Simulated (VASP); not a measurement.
# TiN (Fm-3m) in VASP: single point with PBE

Aim: the single point of TiN with PBE.

All numbers are computed with VASP 6.6.1; they aren't measurements. Logs are shortened: lines on timing, memory, paths and dates and some standing lists are left out, and cuts for length are marked.

## Step 1: The cell of the first run

The structure is cubic, space group Fm-3m (No. 225). The conventional cell has a = 4.247 Å, b = 4.247 Å, c = 4.247 Å, α = 90.00°, β = 90.00°, γ = 90.00°. Within 2.8 Å of Ti (site symmetry m-3m) lie 6 N at 2.12 Å. N (site symmetry m-3m) has 6 Ti at 2.12 Å within 2.8 Å.

## Step 2: Single point, PBE

INCAR

```
PREC = Accurate
ENCUT = 520
EDIFF = 1E-7
ISMEAR = 0
SIGMA = 0.1
LREAL = F
LASPH = T
NELM = 80
ALGO = Normal
ISIF = 2
LWAVE = F
LCHARG = F
GGA = PE
ISYM = 0
NBANDS = 16
```

KPOINTS

```
regular mesh
0
Gamma
  12 12 16
```

POSCAR

```
TiN
1.0
    3.0029386935      0.0000000000      0.0000000000
    0.0000000000      3.0029386935      0.0000000000
    1.5014693468      1.5014693468      2.1233983137
Ti N
1 1
Direct
    0.0000000000      0.0000000000      0.0000000000
    0.5000000000      0.5000000000      0.0000000000
```

Potentials or basis: VASP PAW PBE potentials, release 64 (Ti_sv, N).

Run with:

```console
cat potpaw_PBE.64/Ti_sv/POTCAR potpaw_PBE.64/N/POTCAR > POTCAR
mpirun -np 1 vasp_std > vasp.out
```

OUTCAR:

```text
PREC = Accurate
   ENCUT = 520
   EDIFF = 1E-7
   ISMEAR = 0
   LREAL = F
   LASPH = T
   NELM = 80
   ISIF = 2
   GGA = PE
   ISYM = 0

 ion  position               nearest neighbor table
   1  0.000  0.000  0.000-   2 2.12   2 2.12   2 2.12   2 2.12   2 2.12   2 2.12
   2  0.500  0.500  0.000-   1 2.12   1 2.12   1 2.12   1 2.12   1 2.12   1 2.12

IMPORTANT INFORMATION: All symmetrisations will be switched off!
NOSYMM: (Re-)initialisation of all symmetry stuff for point group C_1.

----------------------------------------------------------------------------------------

                                     Primitive cell

  volume of cell :      19.1480

  direct lattice vectors                    reciprocal lattice vectors
     3.002938693  0.000000000  0.000000000     0.333007131  0.000000000 -0.235471601
     0.000000000  3.002938693  0.000000000     0.000000000  0.333007131 -0.235471601
     1.501469347  1.501469347  2.123398314     0.000000000  0.000000000  0.470943202

  length of vectors
     3.002938693  3.002938693  3.002938694     0.407848776  0.407848776  0.470943202

  position of ions in fractional coordinates (direct lattice)
     0.000000000  0.000000000  0.000000000
     0.500000000  0.500000000  0.000000000

  ion indices of the primitive-cell ions
   primitive index   ion index
                 1           1
                 2           2

----------------------------------------------------------------------------------------

 KPOINTS: regular mesh

Automatic generation of k-mesh.
 Grid dimensions read from file:
 generate k-points for:   12   12   16

 Generating k-lattice:

  Cartesian coordinates                     Fractional coordinates (reciprocal lattice)
     0.027750594  0.000000000 -0.019622633     0.083333333  0.000000000  0.000000000
     0.000000000  0.027750594 -0.019622633     0.000000000  0.083333333  0.000000000
     0.000000000  0.000000000  0.029433950     0.000000000  0.000000000  0.062500000

  Length of vectors
     0.033987398  0.033987398  0.029433950

  Shift w.r.t. Gamma in fractional coordinates (k-lattice)
     0.000000000  0.000000000  0.000000000

 -----------------------------------------------------------------------------
|                                                                             |
|           W    W    AA    RRRRR   N    N  II  N    N   GGGG   !!!           |
|           W    W   A  A   R    R  NN   N  II  NN   N  G    G  !!!           |
|           W    W  A    A  R    R  N N  N  II  N N  N  G       !!!           |
|           W WW W  AAAAAA  RRRRR   N  N N  II  N  N N  G  GGG   !            |
|           WW  WW  A    A  R   R   N   NN  II  N   NN  G    G                |
|           W    W  A    A  R    R  N    N  II  N    N   GGGG   !!!           |
|                                                                             |
|     Your reciprocal lattice and k-lattice belong to different lattice       |
|     classes:                                                                |
|                                                                             |
|        The reciprocal lattice is body-centered cubic,                       |
|        whereas your k-lattice is base-centered monoclinic.                  |
|                                                                             |
|     Results are often still useful ...                                      |
|                                                                             |
 -----------------------------------------------------------------------------

 WARNING: IBZKPT: internal override: KBLOWUP is changed to .FALSE.
      ... skipping the blow-up phase ...

 Subroutine IBZKPT returns following result:
 ===========================================

 Found   1156 irreducible k-points:

 Following reciprocal coordinates:
            Coordinates               Weight
  0.000000  0.000000  0.000000      1.000000
  0.083333  0.000000  0.000000      2.000000
  0.166667  0.000000  0.000000      2.000000
  0.250000  0.000000  0.000000      2.000000
  0.333333  0.000000  0.000000      2.000000
  0.416667  0.000000  0.000000      2.000000
[... 16 lines left out ...]
  0.250000  0.166667  0.000000      2.000000
  0.333333  0.166667  0.000000      2.000000
 [... further k-points ...]
   k-points           NKPTS =   1156   k-points in BZ     NKDIM =   1156   number of bands    NBANDS=     16
   number of dos      NEDOS =    301   number of ions     NIONS =      2
   total plane-waves  NPLWV =  13824
   dimension x,y,z NGX =    24 NGY =   24 NGZ =   24
   dimension x,y,z NGXF=    48 NGYF=   48 NGZF=   48
   ions per type =               1   1
   NGX,Y,Z   is equivalent  to a cutoff of  13.29, 13.29, 13.29 a.u.
   NGXF,Y,Z  is equivalent  to a cutoff of  26.57, 26.57, 26.57 a.u.
 SYSTEM =  unknown system
   PREC   = accura    normal or accurate (medium, high low for compatibility)
   ISTART =      0    job   : 0-new  1-cont  2-samecut
   ICHARG =      2    charge: 1-file 2-atom 10-const
   ISPIN  =      1    spin polarized calculation?
   LNONCOLLINEAR =      F non collinear calculations
   LSORBIT =      F    spin-orbit coupling
   LASPH  =      T    aspherical Exc in radial PAW
   ENCUT  =  520.0 eV  38.22 Ry    6.18 a.u.   5.58  5.58  5.58*2*pi/ulx,y,z
   NELM   =     80;   NELMIN=  2; NELMDL= -5     # of ELM steps
   EDIFF  = 0.1E-06   stopping-criterion for ELM
   LREAL  =      F    real-space projection
   EDIFFG = 0.1E-05   stopping-criterion for IOM
   NSW    =      0    number of steps for IOM
   IBRION =     -1    ionic relax: 0-MD 1-quasi-New 2-CG
   NFREE  =      0    steps in history (QN), initial steepest desc. (CG)
   ISIF   =      2    stress and relaxation
   ISYM   =      0    0-nonsym 1-usesym 2-fastsym
   POTIM  = 0.5000    time-step for ionic-motion
   TEBEG  =    0.0;   TEEND  =   0.0 temperature during run
   PSTRESS=    0.0 pullay stress
   NELECT =      17.0000    total number of electrons
   NUPDOWN=      -1.0000    fix difference up-down
   EMIN   =  10.00;   EMAX   =-10.00  energy-range for DOS
   EFERMI =   0.00;   METHOD = LEGACY
   ISMEAR =     0;   SIGMA  =   0.10  broadening in eV -4-tet -1-fermi 0-gaus
   EFERMI_NEDOS =   21; number of points for ismear=-14 and -15
   IALGO  =     38    algorithm
   IMIX   =      4    mixing-type and parameters
     AMIX     =   0.40;   BMIX     =  1.00
     AMIX_MAG =   1.60;   BMIX_MAG =  1.00
  volume/ion in A,a.u.               =       9.57        64.61
  Fermi-wavevector in a.u.,A,eV,Ry     =   1.573438  2.973367 33.684046  2.475708
  Thomas-Fermi vector in A             =   2.674722
   LORBIT       =      0    0 simple, 1 ext, 2 COOP (PROOUT), +10 PAW based schemes
   GGA     = PE    functional components
   LHFCALC =     F    Hartree Fock is set to
   AEXX    =    0.0000 exact exchange contribution
   IVDW    =     0    specifies the selected vdW correction
   LEPSILON=     F    determine dielectric tensor
   LRPA    =     F    only Hartree local field effects (RPA)
 non-spin polarized calculation
 Gauss-broadening in eV      SIGMA  =   0.10
  energy-cutoff  :      520.00
  volume of cell :       19.15
 maximum number of plane-waves:       533
 NGX is ok and might be reduce to    24
   NGX = 11   NGY = 11   NGZ = 11

 number of electron      17.0000002 magnetization

 Free energy of the ion-electron system (eV)
  ---------------------------------------------------
  ext. energy  EPLUGINS =         0.00000000
  ---------------------------------------------------
  free energy    TOTEN  =       -19.64008156 eV

  energy without entropy =      -19.63579184  energy(sigma->0) =      -19.63793670

 E-fermi :  11.3731     XC(G=0): -13.0004

 val. band max:       11.3674468842   @ k =   0.0000   0.1667   0.0625
 cond. band min:      11.3748127297   @ k =   0.0833   0.0833   0.0625
 fundamental gap:      0.0073658455
 Fermi energy:        11.3731308312

 k-point     1 :       0.0000    0.0000    0.0000
  band No.  band energies     occupation
      1     -46.4806      2.00000
      2     -22.4654      2.00000
      3     -22.4628      2.00000
      4     -22.4591      2.00000
      5      -5.6790      2.00000
      6       9.3614      2.00000
[... 8 lines left out ...]
     15      24.5624      0.00000
     16      31.0915      0.00000

 k-point     2 :       0.0833    0.0000    0.0000
  band No.  band energies     occupation
      1     -46.4743      2.00000
      2     -22.5076      2.00000
      3     -22.4677      2.00000
      4     -22.4639      2.00000
      5      -5.5452      2.00000
      6       8.6374      2.00000
[... 8 lines left out ...]
     15      24.6497      0.00000
     16      30.9032      0.00000

 k-point     3 :       0.1667    0.0000    0.0000
  band No.  band energies     occupation
      1     -46.4570      2.00000
      2     -22.6276      2.00000
      3     -22.4779      2.00000
      4     -22.4741      2.00000
      5      -5.1665      2.00000
      6       7.2923      2.00000
[... 8 lines left out ...]
     15      24.6135      0.00000
     16      30.1890      0.00000

 k-point     4 :       0.2500    0.0000    0.0000
  band No.  band energies     occupation
      1     -46.4332      2.00000
      2     -22.7879      2.00000
      3     -22.4918      2.00000
      4     -22.4880      2.00000
      5      -4.6094      2.00000
      6       5.8703      2.00000
[... 8 lines left out ...]
     15      24.2699      0.00000
     16      28.8950      0.00000

 k-point     5 :       0.3333    0.0000    0.0000
  band No.  band energies     occupation
      1     -46.4094      2.00000
      2     -22.9441      2.00000
      3     -22.5055      2.00000
      4     -22.5018      2.00000
      5      -3.9835      2.00000
      6       4.6035      2.00000
[... 8 lines left out ...]
     15      24.2920      0.00000
     16      27.4499      0.00000

 k-point     6 :       0.4167    0.0000    0.0000
  band No.  band energies     occupation
      1     -46.3918      2.00000
      2     -23.0561      2.00000
      3     -22.5156      2.00000
      4     -22.5118      2.00000
      5      -3.4548      2.00000
      6       3.6892      2.00000
[... 8 lines left out ...]
     15      24.8027      0.00000
     16      26.3362      0.00000

 k-point     7 :       0.5000    0.0000    0.0000
  band No.  band energies     occupation
      1     -46.3854      2.00000
      2     -23.0967      2.00000
      3     -22.5192      2.00000
      4     -22.5154      2.00000
      5      -3.2383      2.00000
      6       3.3448      2.00000
[... 8 lines left out ...]
     15      25.0962      0.00000
     16      25.9128      0.00000

 k-point     8 :       0.0000    0.0833    0.0000
  band No.  band energies     occupation
      1     -46.4743      2.00000
      2     -22.5076      2.00000
      3     -22.4677      2.00000
      4     -22.4639      2.00000
      5      -5.5452      2.00000
      6       8.6374      2.00000
[... 8 lines left out ...]
     15      24.6497      0.00000
     16      30.9067      0.00000

 k-point     9 :       0.0833    0.0833    0.0000
  band No.  band energies     occupation
      1     -46.4643      2.00000
      2     -22.5663      2.00000
      3     -22.4904      2.00000
      4     -22.4636      2.00000
      5      -5.3341      2.00000
      6       7.7470      2.00000
[... 8 lines left out ...]
     15      24.7115      0.00000
     16      29.8507      0.00000
[... 172 lines left out ...]
 k-point    19 :      -0.0833    0.0833    0.0000
  band No.  band energies     occupation
      1     -46.4722      2.00000
      2     -22.5047      2.00000
      3     -22.4789      2.00000
      4     -22.4726      2.00000
      5      -5.5049      2.00000
      6       8.1223      2.00000
[... 8 lines left out ...]
     15      24.7085      0.00000
     16      30.5476      0.00000

 k-point    20 :       0.0000    0.1667    0.0000
  band No.  band energies     occupation
      1     -46.4570      2.00000
      2     -22.6276      2.00000
      3     -22.4779      2.00000
      4     -22.4741      2.00000
      5      -5.1665      2.00000
      6       7.2923      2.00000
[... 8 lines left out ...]
     15      24.6135      0.00000
     16      30.1880      0.00000

 k-point    21 :       0.0833    0.1667   -0.0000
  band No.  band energies     occupation
      1     -46.4448      2.00000
      2     -22.6894      2.00000
      3     -22.5155      2.00000
      4     -22.4708      2.00000
      5      -4.9090      2.00000
      6       6.5488      2.00000
[... 8 lines left out ...]
     15      24.5238      0.00000
     16      28.6598      0.00000

 k-point    22 :       0.1667    0.1667    0.0000
  band No.  band energies     occupation
      1     -46.4254      2.00000
      2     -22.7772      2.00000
      3     -22.5718      2.00000
      4     -22.4781      2.00000
      5      -4.4993      2.00000
      6       5.6602      2.00000
[... 8 lines left out ...]
     15      24.2026      0.00000
     16      27.2439      0.00000

 k-point    23 :       0.2500    0.1667    0.0000
  band No.  band energies     occupation
      1     -46.4037      2.00000
      2     -22.8824      2.00000
      3     -22.6142      2.00000
      4     -22.4952      2.00000
      5      -4.0301      2.00000
      6       4.8293      2.00000
[... 8 lines left out ...]
     15      23.8141      0.00000
     16      26.3177      0.00000

 k-point    24 :       0.3333    0.1667    0.0000
  band No.  band energies     occupation
      1     -46.3857      2.00000
      2     -22.9762      2.00000
      3     -22.6324      2.00000
      4     -22.5174      2.00000
      5      -3.6291      2.00000
      6       4.2069      2.00000
[... 8 lines left out ...]
     15      23.9184      0.00000
     16      25.7260      0.00000

 [... further k-points ...]

------------------------ aborting loop because EDIFF is reached ----------------------------------------

  FORCE on cell =-STRESS in cart. coord.  units (eV):
  Direction    XX          YY          ZZ          XY          YZ          ZX
  --------------------------------------------------------------------------------------
  -------------------------------------------------------------------------------------
  Total        0.0730222      0.0730229      0.0220114      0.0062857      0.0071948      0.0071951
  in kB        6.1099965      6.1100538      1.8417603      0.5259466      0.6020133      0.6020350
  external PRESSURE =       4.6872702 kB  Pullay stress =       0.0000000 kB

 VOLUME and BASIS-vectors are now :
 -----------------------------------------------------------------------------
  energy-cutoff  :      520.00
  volume of cell :       19.15
      direct lattice vectors                 reciprocal lattice vectors
     3.002938693  0.000000000  0.000000000     0.333007131  0.000000000 -0.235471601
     0.000000000  3.002938693  0.000000000     0.000000000  0.333007131 -0.235471601
     1.501469347  1.501469347  2.123398314     0.000000000  0.000000000  0.470943202

 POSITION                                       TOTAL-FORCE (eV/Angst)
 -----------------------------------------------------------------------------------
      0.00000      0.00000      0.00000        -0.000000     -0.000000     -0.000000
      1.50147      1.50147      0.00000         0.000000      0.000000      0.000000
 -----------------------------------------------------------------------------------
    total drift:                                0.000000      0.000000      0.000000

  FREE ENERGIE OF THE ION-ELECTRON SYSTEM (eV)
  ---------------------------------------------------
  free  energy   TOTEN  =       -19.6400815612 eV

  energy  without entropy=      -19.6357918362  energy(sigma->0) =      -19.63793670
```

Run time: 6.5 min. Hardware: 1 thread of AMD EPYC 7R13 (Zen 3), shared host; peak memory 0.41 GiB.

Results:

* Free energy: -19.6401 eV
* Pressure: 0.5 GPa
* Band gap on the k mesh: zero (an odd number of electrons rules out a gap without spin polarisation)
